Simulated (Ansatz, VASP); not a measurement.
**TiAl: VASP beside Ansatz**

Contents of INCAR:

```
PREC = Accurate ; ENCUT = 520
EDIFF = 1E-7 ; ISMEAR = 0
SIGMA = 0.15 ; LREAL = F
LASPH = T ; NELM = 100
ALGO = Fast ; ISIF = 2
LWAVE = F ; LCHARG = F
NBANDS = 14
```

The input KPOINTS:

```
Automatic mesh
0
Gamma
  16 16 16
```

POSCAR

```
TiAl
1.0
    2.9171474198      0.0000000000      0.0000000000
    0.0000000000      2.9171474198      0.0000000000
    0.0000000000      0.0000000000      3.2604956711
Ti Al
1 1
Direct
    0.0000000000      0.0000000000      0.0000000000
    0.5000000000      0.5000000000      0.5000000000
```

Input for Ansatz:

```yaml
crystal:
  lattice:
    - [2.9171474198, 0.0, 0.0]
    - [0.0, 2.9171474198, 0.0]
    - [0.0, 0.0, 3.2604956711]
  atoms:
    - { symbol: Ti, position: [0.0, 0.0, 0.0] }
    - { symbol: Al, position: [0.5, 0.5, 0.5] }
basis:
  ecutwfc: 520.0
kpoints:
  mp_grid: { grid: [16, 16, 16] }
hamiltonian:
  xc: lda
  pseudopotentials: { kind: paw, azcp: { folder: soft_1 } }
scf:
  occupations: { method: gaussian, width: 0.15 }
output:
  forces: true
  stress: true
  eigenvalues: true
```

Alike in both runs: task single point; functional LDA; k mesh 16 × 16 × 16; occupations gaussian, width 0.15 eV; no spin polarisation.

|  | VASP | Ansatz |
| --- | --- | --- |
| version | VASP 6.6.1 | Ansatz 0.2.0 |
| potentials or method | VASP PAW LDA potentials, release 64 (Ti_sv, Al), cutoff 520 eV | scalar-relativistic, plane waves, PAW |
| valence electrons in the cell | 15 | 15 |

```tsv
	VASP	Ansatz	Ansatz less VASP
gap on the k mesh at the Fermi level (eV)	none	none	-
pressure (GPa)	14.6	14.4	-0.21
traceless stress, the component that is largest in VASP (GPa)	6.25	6.24	-0.015
```

Ansatz warns that its potentials were made for another functional, while VASP's fit it. LDA's correlation is that of Perdew and Zunger in VASP and of Perdew and Wang (1992) in Ansatz. A gap of «none» marks a metal or a gap that the smearing closes.
